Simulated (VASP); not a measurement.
# CuH8 in VASP: further runs

CuH8 is run at these levels: PBE; tasks: single point, relaxation of cell and atoms.

All numbers are computed with VASP 6.6.1; they aren't measurements. Logs are shortened: lines on timing, memory, paths and dates and some standing lists are left out, and cuts for length are marked.

## 1. The cell of the first run

Symmetry: C2/m, No. 12, monoclinic system. Conventional cell: a = 6.329 Å, b = 6.413 Å, c = 4.454 Å, α = 90.00°, β = 91.21°, γ = 90.00°. Cu (site symmetry 2/m) has 6 H at 1.80 to 1.83 Å within 2.4 Å. Within 1.0 Å of H (site symmetry m) lie 1 H at 0.75 Å. H (site symmetry m) has 1 H at 0.85 Å within 1.1 Å. H (site symmetry 1) has 1 H at 0.84 Å within 1.1 Å.

## 2. Single point, PBE

INCAR reads:

```
PREC = Accurate ; ENCUT = 520
EDIFF = 1E-6 ; ISMEAR = 0
SIGMA = 0.1 ; LREAL = False
LASPH = True ; NELM = 100
ALGO = Normal ; ISIF = 2
LWAVE = False ; LCHARG = False
GGA = PE ; NBANDS = 20
```

KPOINTS reads:

```
regular mesh
0
Gamma
  8 8 10
```

POSCAR reads:

```
CuH8
1.0
    3.1644464503     -3.2065444316      0.0331303180
    3.1644464503      3.2065444316      0.0331303180
   -0.1407025511      0.0000000000      4.4522713885
Cu H
1 8
Direct
    0.5000000000      0.5000000000      0.5000000000
    0.9507821486      0.9507821486      0.9516521339
    0.0492178514      0.0492178514      0.0483478661
    0.5005119138      0.5005119138      0.9051053204
    0.4994880862      0.4994880862      0.0948946796
    0.5003747476      0.9070238926      0.5004650620
    0.0929761074      0.4996252524      0.4995349380
    0.4996252524      0.0929761074      0.4995349380
    0.9070238926      0.5003747476      0.5004650620
```

Potentials or basis: VASP PAW PBE potentials, release 64 (Cu, H).

Run with:

```console
> cat potpaw_PBE.64/Cu/POTCAR potpaw_PBE.64/H/POTCAR > POTCAR
> mpirun -np 1 vasp_std > vasp.out
```

OUTCAR:

```text
PREC = Accurate
   ENCUT = 520
   EDIFF = 1E-6
   ISMEAR = 0
   LREAL = False
   LASPH = True
   NELM = 100
   ISIF = 2
   GGA = PE

 ion  position               nearest neighbor table
   1  0.500  0.500  0.500-   4 1.80   5 1.80   6 1.83   7 1.83   8 1.83   9 1.83
   2  0.951  0.951  0.952-   3 0.75
   3  0.049  0.049  0.048-   2 0.75
   4  0.501  0.501  0.905-   5 0.85   1 1.80
   5  0.499  0.499  0.095-   4 0.85   1 1.80
   6  0.500  0.907  0.500-   8 0.84   1 1.83
   7  0.093  0.500  0.500-   9 0.84   1 1.83
   8  0.500  0.093  0.500-   6 0.84   1 1.83
   9  0.907  0.500  0.500-   7 0.84   1 1.83

  LATTYP: Found a base centered monoclinic cell.
 ALAT       =     6.3292397505
 B/A-ratio  =     1.0132478964
 C/A-ratio  =     0.7037960766
 COS(beta)  =    -0.0211211716

  Lattice vectors:

 A1 = (   3.1644464503,  -3.2065444316,   0.0331303180)
 A2 = (   3.1644464503,   3.2065444316,   0.0331303180)
 A3 = (  -0.1407025511,   0.0000000000,   4.4522713885)

Analysis of symmetry for initial positions (statically):
=====================================================================
 Subroutine PRICEL returns:
 Original cell was already a primitive cell.

 Routine SETGRP: Setting up the symmetry group for a
 base centered monoclinic supercell.

 Subroutine GETGRP returns: Found  4 space group operations
 (whereof  4 operations were pure point group operations)
 out of a pool of  4 trial point group operations.

The static configuration has the point symmetry C_2h.

Analysis of symmetry for dynamics (positions and initial velocities):
=====================================================================
 Subroutine PRICEL returns:
 Original cell was already a primitive cell.

 Routine SETGRP: Setting up the symmetry group for a
 base centered monoclinic supercell.

 Subroutine GETGRP returns: Found  4 space group operations
 (whereof  4 operations were pure point group operations)
 out of a pool of  4 trial point group operations.

The dynamic configuration has the point symmetry C_2h.

 Subroutine INISYM returns: Found  4 space group operations
 (whereof  4 operations are pure point group operations),
 and found     1 'primitive' translations

----------------------------------------------------------------------------------------

                                     Primitive cell

  volume of cell :      90.3837

  direct lattice vectors                    reciprocal lattice vectors
     3.164446450 -3.206544432  0.033130318     0.157953257 -0.155931100  0.004991705
     3.164446450  3.206544432  0.033130318     0.157953257  0.155931100  0.004991705
    -0.140702551  0.000000000  4.452271388    -0.002350729  0.000000000  0.224530169

  length of vectors
     4.505191022  4.505191022  4.454494104     0.222010487  0.222010487  0.224542474

  position of ions in fractional coordinates (direct lattice)
     0.500000000  0.500000000  0.500000000
     0.950782149  0.950782149  0.951652134
     0.049217851  0.049217851  0.048347866
     0.500511914  0.500511914  0.905105320
     0.499488086  0.499488086  0.094894680
     0.500374748  0.907023893  0.500465062
     0.092976107  0.499625252  0.499534938
     0.499625252  0.092976107  0.499534938
     0.907023893  0.500374748  0.500465062

  ion indices of the primitive-cell ions
   primitive index   ion index
                 1           1
                 2           2
                 3           3
                 4           4
                 5           5
                 6           6
                 7           7
                 8           8
                 9           9

----------------------------------------------------------------------------------------

 KPOINTS: regular mesh

Automatic generation of k-mesh.
 Grid dimensions read from file:
 generate k-points for:    8    8   10

 Generating k-lattice:

  Cartesian coordinates                     Fractional coordinates (reciprocal lattice)
     0.019744157 -0.019491387  0.000623963     0.125000000 -0.000000000  0.000000000
     0.019744157  0.019491387  0.000623963    -0.000000000  0.125000000  0.000000000
    -0.000235073  0.000000000  0.022453017     0.000000000  0.000000000  0.100000000

  Length of vectors
     0.027751311  0.027751311  0.022454247

  Shift w.r.t. Gamma in fractional coordinates (k-lattice)
     0.000000000  0.000000000  0.000000000

 Subroutine IBZKPT returns following result:
 ===========================================

 Found    186 irreducible k-points:

 Following reciprocal coordinates:
            Coordinates               Weight
  0.000000  0.000000  0.000000      1.000000
  0.125000 -0.000000  0.000000      4.000000
  0.250000 -0.000000  0.000000      4.000000
  0.375000 -0.000000  0.000000      4.000000
  0.500000 -0.000000  0.000000      2.000000
  0.125000  0.125000  0.000000      2.000000
[... 16 lines left out ...]
  0.125000 -0.000000  0.100000      4.000000
  0.250000 -0.000000  0.100000      4.000000
 [... further k-points ...]
   k-points           NKPTS =    186   k-points in BZ     NKDIM =    186   number of bands    NBANDS=     20
   number of dos      NEDOS =    301   number of ions     NIONS =      9
   total plane-waves  NPLWV =  46656
   dimension x,y,z NGX =    36 NGY =   36 NGZ =   36
   dimension x,y,z NGXF=    72 NGYF=   72 NGZF=   72
   ions per type =               1   8
   NGX,Y,Z   is equivalent  to a cutoff of  13.28, 13.28, 13.44 a.u.
   NGXF,Y,Z  is equivalent  to a cutoff of  26.57, 26.57, 26.87 a.u.
 SYSTEM =  unknown system
   PREC   = accura    normal or accurate (medium, high low for compatibility)
   ISTART =      0    job   : 0-new  1-cont  2-samecut
   ICHARG =      2    charge: 1-file 2-atom 10-const
   ISPIN  =      1    spin polarized calculation?
   LNONCOLLINEAR =      F non collinear calculations
   LSORBIT =      F    spin-orbit coupling
   LASPH  =      T    aspherical Exc in radial PAW
   ENCUT  =  520.0 eV  38.22 Ry    6.18 a.u.   8.38  8.38  8.28*2*pi/ulx,y,z
   NELM   =    100;   NELMIN=  2; NELMDL= -5     # of ELM steps
   EDIFF  = 0.1E-05   stopping-criterion for ELM
   LREAL  =      F    real-space projection
   EDIFFG = 0.1E-04   stopping-criterion for IOM
   NSW    =      0    number of steps for IOM
   IBRION =     -1    ionic relax: 0-MD 1-quasi-New 2-CG
   NFREE  =      0    steps in history (QN), initial steepest desc. (CG)
   ISIF   =      2    stress and relaxation
   ISYM   =      2    0-nonsym 1-usesym 2-fastsym
   POTIM  = 0.5000    time-step for ionic-motion
   TEBEG  =    0.0;   TEEND  =   0.0 temperature during run
   PSTRESS=    0.0 pullay stress
   NELECT =      19.0000    total number of electrons
   NUPDOWN=      -1.0000    fix difference up-down
   EMIN   =  10.00;   EMAX   =-10.00  energy-range for DOS
   EFERMI =   0.00;   METHOD = LEGACY
   ISMEAR =     0;   SIGMA  =   0.10  broadening in eV -4-tet -1-fermi 0-gaus
   EFERMI_NEDOS =   21; number of points for ismear=-14 and -15
   IALGO  =     38    algorithm
   IMIX   =      4    mixing-type and parameters
     AMIX     =   0.40;   BMIX     =  1.00
     AMIX_MAG =   1.60;   BMIX_MAG =  1.00
  volume/ion in A,a.u.               =      10.04        67.77
  Fermi-wavevector in a.u.,A,eV,Ry     =   0.973410  1.839479 12.891895  0.947528
  Thomas-Fermi vector in A             =   2.103787
   LORBIT       =      0    0 simple, 1 ext, 2 COOP (PROOUT), +10 PAW based schemes
   GGA     = PE    functional components
   LHFCALC =     F    Hartree Fock is set to
   AEXX    =    0.0000 exact exchange contribution
   IVDW    =     0    specifies the selected vdW correction
   LEPSILON=     F    determine dielectric tensor
   LRPA    =     F    only Hartree local field effects (RPA)
 non-spin polarized calculation
 Gauss-broadening in eV      SIGMA  =   0.10
  energy-cutoff  :      520.00
  volume of cell :       90.38
 maximum number of plane-waves:      2463
 NGX is ok and might be reduce to    36
   NGX = 17   NGY = 17   NGZ = 17

 number of electron      19.0000016 magnetization

 Free energy of the ion-electron system (eV)
  ---------------------------------------------------
  ext. energy  EPLUGINS =         0.00000000
  ---------------------------------------------------
  free energy    TOTEN  =       -28.55064452 eV

  energy without entropy =      -28.54684086  energy(sigma->0) =      -28.54874269

 E-fermi :  -0.7660     XC(G=0):  -6.7895

 val. band max:       -0.7965353482   @ k =   0.3750   0.1250   0.2000
 cond. band min:      -0.7658311012   @ k =  -0.2500   0.5000   0.1000
 fundamental gap:      0.0307042470
 Fermi energy:        -0.7659538359

 k-point     1 :       0.0000    0.0000    0.0000
  band No.  band energies     occupation
      1     -10.1917      2.00000
      2      -7.8425      2.00000
      3      -7.8103      2.00000
      4      -6.9601      2.00000
      5      -3.5149      2.00000
      6      -3.5130      2.00000
[... 12 lines left out ...]
     19       9.7819      0.00000
     20      10.4973      0.00000

 k-point     2 :       0.1250   -0.0000    0.0000
  band No.  band energies     occupation
      1     -10.1170      2.00000
      2      -7.8602      2.00000
      3      -7.8223      2.00000
      4      -6.9746      2.00000
      5      -3.5200      2.00000
      6      -3.5135      2.00000
[... 12 lines left out ...]
     19      10.0264      0.00000
     20      10.1425      0.00000
[... 465 lines left out ...]
      3      -7.8248      2.00000
      4      -6.9939      2.00000
      5      -3.5247      2.00000
      6      -3.5177      2.00000
[... 12 lines left out ...]
     19       9.7390      0.00000
     20       9.8695      0.00000

 k-point    24 :       0.2500   -0.0000    0.1000
  band No.  band energies     occupation
      1      -9.8532      2.00000
      2      -7.9862      2.00000
      3      -7.8302      2.00000
      4      -6.9996      2.00000
      5      -3.5383      2.00000
      6      -3.5201      2.00000
[... 12 lines left out ...]
     19       9.4028      0.00000
     20      10.0673      0.00000

 [... further k-points ...]
[... 5 lines left out ...]
  --------------------------------------------------------------------------------------
  -------------------------------------------------------------------------------------
  Total       -0.0920122     -0.0858433     -0.0495473      0.0000000      0.0000000     -0.0021153
  in kB       -1.6310448     -1.5216909     -0.8782939      0.0000000      0.0000000     -0.0374967
  external PRESSURE =      -1.3436766 kB  Pullay stress =       0.0000000 kB

 VOLUME and BASIS-vectors are now :
 -----------------------------------------------------------------------------
  energy-cutoff  :      520.00
  volume of cell :       90.38
      direct lattice vectors                 reciprocal lattice vectors
     3.164446450 -3.206544432  0.033130318     0.157953257 -0.155931100  0.004991705
     3.164446450  3.206544432  0.033130318     0.157953257  0.155931100  0.004991705
    -0.140702551  0.000000000  4.452271388    -0.002350729  0.000000000  0.224530169

 POSITION                                       TOTAL-FORCE (eV/Angst)
 -----------------------------------------------------------------------------------
      3.09410      0.00000      2.25927        -0.000000      0.000000      0.000000
      5.88350      0.00000      4.30001         0.009486      0.000000      0.005966
      0.30469      0.00000      0.21852        -0.009486      0.000000     -0.005966
      3.04034      0.00000      4.06294        -0.000870      0.000000      0.026160
      3.14785      0.00000      0.45559         0.000870      0.000000     -0.026160
      4.38322      1.30394      2.27483         0.014904      0.014998      0.000209
      1.80497      1.30394      2.24370        -0.014904      0.014998     -0.000209
      1.80497     -1.30394      2.24370        -0.014904     -0.014998     -0.000209
      4.38322     -1.30394      2.27483         0.014904     -0.014998      0.000209
 -----------------------------------------------------------------------------------
    total drift:                                0.000000      0.000000      0.000000

  FREE ENERGIE OF THE ION-ELECTRON SYSTEM (eV)
  ---------------------------------------------------
  free  energy   TOTEN  =       -28.5506445210 eV

  energy  without entropy=      -28.5468408644  energy(sigma->0) =      -28.54874269
```

Wall time 13 min (1 thread of AMD EPYC 7R13, shared host); peak memory 0.38 GiB.

Results:

| Quantity | Value |
| --- | --- |
| Free energy | -28.5506 eV |
| Pressure | -0.1 GPa |
| Largest force | 0.026 eV/Å |

Forces in eV/Å, atoms in the order of the input:
```
Cu   0.000  0.000  0.000
H    0.009  0.000  0.006
H   -0.009  0.000 -0.006
H   -0.001  0.000  0.026
H    0.001  0.000 -0.026
H    0.015  0.015  0.000
H   -0.015  0.015  0.000
H   -0.015 -0.015  0.000
H    0.015 -0.015  0.000
```

## 3. Single point, PBE

This run uses another cell than the first one, of 10.16 Å³/atom, 1.012 times its volume.

INCAR reads:

```
SYSTEM = CuH8
PREC = Accurate
ENCUT = 520
EDIFF = 1E-7
ISMEAR = 0
SIGMA = 0.1
LREAL = .False.
LASPH = .True.
NELM = 100
ALGO = Normal
ISIF = 2
LWAVE = .False.
LCHARG = .False.
GGA = PE
NBANDS = 20
```

KPOINTS reads:

```
Automatic mesh
0
Gamma
  4 4 4
  0 0 0
```

POSCAR reads:

```
CuH8
1.0
    5.2834826444     -3.2779034409      0.2614459000
    5.2834826444      3.2779034409      0.2614459000
   -3.6024058203      0.0000000000      2.4623741513
Cu H
1 8
Direct
    0.2407275767      0.7592724233      0.5000000000
    0.7972237137      0.3156176946      0.0851500577
    0.6843823054      0.2027762863      0.9148499423
    0.2392090098      0.7578040429      0.8972530734
    0.2421959571      0.7607909902      0.1027469266
    0.2404079894      0.3494648517      0.0909948190
    0.6505351483      0.7595920106      0.9090051810
    0.2411057939      0.1691203842      0.9090357667
    0.8308796158      0.7588942061      0.0909642333
```

Potentials or basis: VASP PAW PBE potentials, release 64 (Cu, H).

Run with:

```console
> cat potpaw_PBE.64/Cu/POTCAR potpaw_PBE.64/H/POTCAR > POTCAR
> mpirun -np 1 vasp_std > vasp.out
```

OUTCAR:

```text
SYSTEM = CuH8
   PREC = Accurate
   ENCUT = 520
   EDIFF = 1E-7
   ISMEAR = 0
   LREAL = .False.
   LASPH = .True.
   NELM = 100
   ISIF = 2
   GGA = PE

 ion  position               nearest neighbor table
   1  0.241  0.759  0.500-   4 1.75   5 1.75
   2  0.797  0.316  0.085-   3 0.75
   3  0.684  0.203  0.915-   2 0.75
   4  0.239  0.758  0.897-   5 0.87   1 1.75
   5  0.242  0.761  0.103-   4 0.87   1 1.75
   6  0.240  0.349  0.091-   8 0.83
   7  0.651  0.760  0.909-   9 0.83
   8  0.241  0.169  0.909-   6 0.83
   9  0.831  0.759  0.091-   7 0.83
[... 768 lines left out ...]
  Total       -0.0831679     -0.1440884     -0.1625778      0.0000000      0.0000000     -0.0107099
  in kB       -1.4568384     -2.5239747     -2.8478495      0.0000000      0.0000000     -0.1876044
  external PRESSURE =      -2.2762209 kB  Pullay stress =       0.0000000 kB

 VOLUME and BASIS-vectors are now :
 -----------------------------------------------------------------------------
  energy-cutoff  :      520.00
  volume of cell :       91.46
      direct lattice vectors                 reciprocal lattice vectors
     5.283482644 -3.277903441  0.261445900     0.088246097 -0.152536525  0.129102336
     5.283482644  3.277903441  0.261445900     0.088246097  0.152536525  0.129102336
    -3.602405820  0.000000000  2.462374151    -0.018739297  0.000000000  0.378696896

 POSITION                                       TOTAL-FORCE (eV/Angst)
 -----------------------------------------------------------------------------------
      3.48228      1.69974      1.49263         0.000000     -0.000277      0.000000
      5.57293     -1.57866      0.50062        -0.035731      0.000125     -0.033522
      1.39163     -1.57866      2.48465         0.035731      0.000125      0.033522
      2.03543      1.69990      2.47004        -0.060558      0.000030      0.041884
      4.92913      1.69990      0.51523         0.060558      0.000030     -0.041884
      2.78878      0.35748      0.37828        -0.018616     -0.034775     -0.029932
      4.17578      0.35748      2.60698         0.018616     -0.034775      0.029932
     -1.10729     -0.23596      2.34564         0.018432      0.034758      0.029786
      8.07185     -0.23596      0.63963        -0.018432      0.034758     -0.029786
 -----------------------------------------------------------------------------------
    total drift:                               -0.000000     -0.000666      0.000000

  FREE ENERGIE OF THE ION-ELECTRON SYSTEM (eV)
  ---------------------------------------------------
  free  energy   TOTEN  =       -28.6179036704 eV

  energy  without entropy=      -28.6112167364  energy(sigma->0) =      -28.61456020
```

OSZICAR:

```text
N       E                     dE             d eps       ncg     rms          rms(c)
DAV:   1     0.822914325263E+02    0.82291E+02   -0.73861E+03   964   0.861E+02
DAV:   2    -0.238706762989E+02   -0.10616E+03   -0.94043E+02   976   0.192E+02
DAV:   3    -0.312607576383E+02   -0.73901E+01   -0.72648E+01  1280   0.592E+01
DAV:   4    -0.314146221314E+02   -0.15386E+00   -0.15357E+00  1120   0.796E+00
DAV:   5    -0.314179474940E+02   -0.33254E-02   -0.33250E-02  1240   0.135E+00    0.123E+01
DAV:   6    -0.310002271486E+02    0.41772E+00   -0.22234E+01  1104   0.915E+01    0.952E+00
DAV:   7    -0.288157121265E+02    0.21845E+01   -0.69067E+00  1108   0.595E+01    0.291E+00
DAV:   8    -0.287224269620E+02    0.93285E-01   -0.18861E+00  1308   0.166E+01    0.274E+00
DAV:   9    -0.286325278716E+02    0.89899E-01   -0.10530E+00  1100   0.166E+01    0.896E-01
DAV:  10    -0.286177140164E+02    0.14814E-01   -0.10700E-01  1264   0.566E+00    0.123E-01
DAV:  11    -0.286178538444E+02   -0.13983E-03   -0.46853E-03  1408   0.772E-01    0.199E-02
DAV:  12    -0.286179438627E+02   -0.90018E-04   -0.24019E-04  1248   0.193E-01    0.458E-02
DAV:  13    -0.286179025725E+02    0.41290E-04   -0.17268E-04  1220   0.219E-01    0.420E-03
DAV:  14    -0.286179035908E+02   -0.10183E-05   -0.61543E-06  1140   0.154E-02    0.807E-04
DAV:  15    -0.286179036704E+02   -0.79602E-07   -0.14675E-07  1120   0.275E-03
   1 F= -.28617904E+02 E0= -.28614560E+02  d E =-.668693E-02
```

stdout:

```text
POSCAR found type information on POSCAR CuH
 POSCAR found :  2 types and       9 ions
 scaLAPACK will be used
 LDA part: xc-table for (Slater+PW92), standard interpolation
 POSCAR, INCAR and KPOINTS ok, starting setup
 FFT: planning ... GRIDC
 FFT: planning ... GRID_SOFT
 FFT: planning ... GRID
 WAVECAR not read
 entering main loop
```

It took 52 s on 1 thread of Intel Xeon Platinum 8488C (Sapphire Rapids), shared host; peak memory 0.26 GiB.

What came out:

```yaml
Free_energy: -28.6179 eV
Pressure: -0.2 GPa
Largest_force: 0.074 eV/Å
```

Forces on the atoms (eV/Å):
```
Cu   0.000  0.000  0.000
H   -0.036  0.000 -0.034
H    0.036  0.000  0.034
H   -0.061  0.000  0.042
H    0.061  0.000 -0.042
H   -0.019 -0.035 -0.030
H    0.019 -0.035  0.030
H    0.018  0.035  0.030
H   -0.018  0.035 -0.030
```

Stress tensor (GPa, compression positive):
```
-0.15  0.00 -0.02
 0.00 -0.25  0.00
-0.02  0.00 -0.28
```

Caveat: the k points lie up to 0.60 Å⁻¹ apart.

[end of part 1 of 2]
